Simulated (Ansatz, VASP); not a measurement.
## One calculation of Pt, two programs

```
Pt
1.0
     0.00000    2.84652    2.84652
     2.84652    0.00000    2.84652
     2.84652    2.84652    0.00000
Pt
2
Cartesian
  0.7116 0.7116 0.7116
  4.9814 4.9814 4.9814
```

Alike in both runs: functional PBEsol; k mesh 10 × 10 × 10; occupations fermi-dirac, width 0.1 eV; no spin polarisation.

Ansatz relaxed the structure, and its values are those at the end. VASP's run is a single point on that final structure, the one shown.

|  | VASP | Ansatz |
| --- | --- | --- |
| version | VASP 6.6.1 | Ansatz 0.2.0 |
| potentials or method | VASP PAW PBE potentials, release 64 (Pt), cutoff 520 eV | plane waves (420 eV) with PAW, scalar-relativistic |
| valence electrons in the cell | 20 | 36 |

VASP gave:

```
pressure (GPa) : -0.4
```

Which values does Ansatz return?

Pressure (GPa): 0.0.

VASP's potentials were made for PBE, not for PBEsol, and Ansatz warns of the same on its side. The functional is the same, so the differences come from potentials, cutoffs and numerics. VASP's potentials hold 20 valence electrons a cell and Ansatz's 36, so a difference there can come from the potentials and not from the codes.

Neither program's run includes spin-orbit coupling.
